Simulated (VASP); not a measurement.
Input of a VASP 6.6.1 run:

The input INCAR:

```
ALGO     = Normal         # electronic algorithm
EDIFF    = 1E-7           # SCF threshold, eV
EDIFFG   = -0.002         # ionic threshold
ENCUT    = 600            # plane-wave cutoff, eV
GGA      = CA             # functional
IBRION   = 2              # ionic algorithm
ISIF     = 3              # what is computed and relaxed
ISMEAR   = 0              # smearing method
LASPH    = True           # aspherical terms in the spheres
LCHARG   = False          # write CHGCAR
LREAL    = False          # projectors in reciprocal space
LWAVE    = False          # write WAVECAR
NELM     = 100            # most SCF steps
NSW      = 100            # ionic steps
PREC     = Accurate       # precision mode
PSTRESS  = 150.0        
SIGMA    = 0.01           # smearing width, eV
```

KPOINTS

```
k-points
0
Gamma
  8 8 8
```

POSCAR

```
InP
1.0
    2.9136593589      2.9136593589      0.0000000000
   -2.9136593589      2.9136593589      0.0000000000
    0.0000000000      2.9136593589      2.9136593589
In P
1 1
Direct
    0.0000000000      0.0000000000      0.0000000000
    0.7500000000      0.2500000000      0.5000000000
```

Potentials or basis: VASP PAW LDA potentials, release 64 (In_d, P).

Launch:

```console
$ cat potpaw_LDA.64/In_d/POTCAR potpaw_LDA.64/P/POTCAR > POTCAR
$ mpirun -np 1 vasp_std > vasp.out
```

Problem. Estimate the relaxed cell.

Solution. a = 3.921 Å, b = 3.921 Å, c = 3.921 Å, α = 60.00°, β = 60.00°, γ = 90.00°.

Problem. Estimate the band gap on the k mesh.

Solution. 1.28 eV, indirect (least direct gap 1.39 eV).

Final structure:
```yaml
crystal:
  lattice:
    - [2.77230, 2.77230, 0.00000]
    - [-2.77230, 2.77230, 0.00000]
    - [0.00000, 2.77230, 2.77230]
  atoms:
    - { symbol: In, position: [0.00000, 0.00000, 0.00000] }
    - { symbol: P, position: [0.75000, 0.25000, 0.50000] }
```

Caveat: the cell is relaxed towards a set pressure, so the enthalpy falls and the energy may rise; spin-orbit coupling is left out, which moves the levels of the heavy elements. Zero-point motion and thermal expansion aren't in these numbers.
